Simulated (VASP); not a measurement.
A run of VASP 6.6.1 is set up as follows.

The input INCAR:

```
SYSTEM = SiO2
PREC = Accurate
ENCUT = 600
EDIFF = 1E-6
ISMEAR = 0
SIGMA = 0.1
LREAL = .FALSE.
LASPH = .TRUE.
NELM = 120
ALGO = Normal
ISIF = 2
LWAVE = .FALSE.
LCHARG = .TRUE.
GGA = PE
LELF = .TRUE.
LVHAR = .TRUE.
NBANDS = 25
GGA_COMPAT = .FALSE.
```

The input KPOINTS:

```
Automatic mesh
0
G
  4 4 4
  0 0 0
```

The input POSCAR:

```
SiO2
1.0
    0.0000000000      3.5599999400      3.5599999400
    3.5599999400      0.0000000000      3.5599999400
    3.5599999400      3.5599999400      0.0000000000
Si O
2 4
Direct
    0.5000000000      0.5000000000      0.5000000000
    0.2500000000      0.2500000000      0.2500000000
    0.3595931800      0.9212204600      0.3595931800
    0.3595931800      0.3595931800      0.9212204600
    0.3595931800      0.3595931800      0.3595931800
    0.9212204600      0.3595931800      0.3595931800
```

Potentials or basis: VASP PAW PBE potentials, release 64 (Si, O).

Run with:

```console
$ cat potpaw_PBE.64/Si/POTCAR potpaw_PBE.64/O/POTCAR > POTCAR
$ mpirun -np 1 vasp_std > vasp.out
```

Task: Estimate the pressure.

Result: 55.9 GPa.

Task: Predict the largest force.

Result: 25.374 eV/Å.

Forces in eV/Å, atoms in the order of the input:
```
Si    0.000   0.000   0.000
Si    0.000   0.000   0.000
O   -14.649  14.649 -14.649
O   -14.649 -14.649  14.649
O    14.649  14.649  14.649
O    14.649 -14.649 -14.649
```

Caveat: forces of over 1 eV/Å act on the atoms, so gaps and moduli don't describe the material at rest.
